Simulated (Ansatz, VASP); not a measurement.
Two plane-wave programs on NaH

POSCAR

```
NaH
1.0
    3.9533072809      0.0000000000      0.0000000000
   -1.9766536405      3.4236645342      0.0000000000
    0.0000000000      0.0000000000      4.8283237787
Na H
2 2
Direct
    0.3333333333      0.6666666667      0.2500000000
    0.6666666667      0.3333333333      0.7500000000
    0.6666666667      0.3333333333      0.2500000000
    0.3333333333      0.6666666667      0.7500000000
```

File INCAR.step1:

```
PREC     = Accurate       # precision mode
ENCUT    = 520            # plane-wave cutoff, eV
ISMEAR   = 0              # smearing method
SIGMA    = 0.01           # smearing width, eV
LREAL    = F              # projectors in reciprocal space
LASPH    = T              # aspherical terms in the spheres
NELM     = 100            # most SCF steps
NBANDS   = 16             # bands
GGA      = PE             # functional
ALGO     = Normal         # electronic algorithm
EDIFF    = 1E-4           # SCF threshold, eV
LWAVE    = T              # write WAVECAR
LCHARG   = F              # write CHGCAR
```

INCAR.step2

```
PREC     = Accurate       # precision mode
ENCUT    = 520            # plane-wave cutoff, eV
EDIFF    = 1E-7           # SCF threshold, eV
ISMEAR   = 0              # smearing method
SIGMA    = 0.01           # smearing width, eV
LREAL    = F              # projectors in reciprocal space
LASPH    = T              # aspherical terms in the spheres
NELM     = 100            # most SCF steps
ALGO     = Normal         # electronic algorithm
ISIF     = 2              # what is computed and relaxed
LWAVE    = F              # write WAVECAR
LCHARG   = F              # write CHGCAR
METAGGA  = R2SCAN         # meta-GGA
LMIXTAU  = T            
NBANDS   = 16             # bands
ISTART   = 1
```

KPOINTS

```
regular mesh
0
Gamma
  6 6 4
```

Input for Ansatz:

```yaml
crystal:
  lattice:
    - [3.9533072809, 0.0, 0.0]
    - [-1.9766536405, 3.4236645342, 0.0]
    - [0.0, 0.0, 4.8283237787]
  atoms:
    - { symbol: Na, position: [0.3333333333, 0.6666666667, 0.25] }
    - { symbol: Na, position: [0.6666666667, 0.3333333333, 0.75] }
    - { symbol: H, position: [0.6666666667, 0.3333333333, 0.25] }
    - { symbol: H, position: [0.3333333333, 0.6666666667, 0.75] }
kpoints:
  mp_grid: { grid: [6, 6, 4] }
hamiltonian:
  xc: r2scan
scf:
  occupations: { method: fixed }
  n_extra_bands: 5
output:
  forces: true
  stress: true
  eigenvalues: true
```

Alike in both runs: task single point; functional r2SCAN; k mesh 6 × 6 × 4; no spin polarisation.

|  | VASP | Ansatz |
| --- | --- | --- |
| version | VASP 6.6.1 | Ansatz 0.2.0 |
| potentials or method | VASP PAW PBE potentials, release 64 (Na_pv, H) | plane waves, PAW |
| plane-wave cutoff (eV) | 520 | 500 |
| occupations | gaussian, width 0.01 eV | fixed |
| valence electrons in the cell | 16 | 20 |

```csv
,VASP,Ansatz,Ansatz less VASP
gap on the k mesh at the Fermi level (eV),3.68,3.67,-0.010
pressure (GPa),-0.2,0.0,+0.18
"traceless stress, the component that is largest in VASP (GPa)",-0.11,-0.03,+0.082
```

VASP's potentials were made for PBE, not for r2SCAN. VASP's potentials hold 16 valence electrons a cell and Ansatz's 20, so a difference there can come from the potentials and not from the codes.
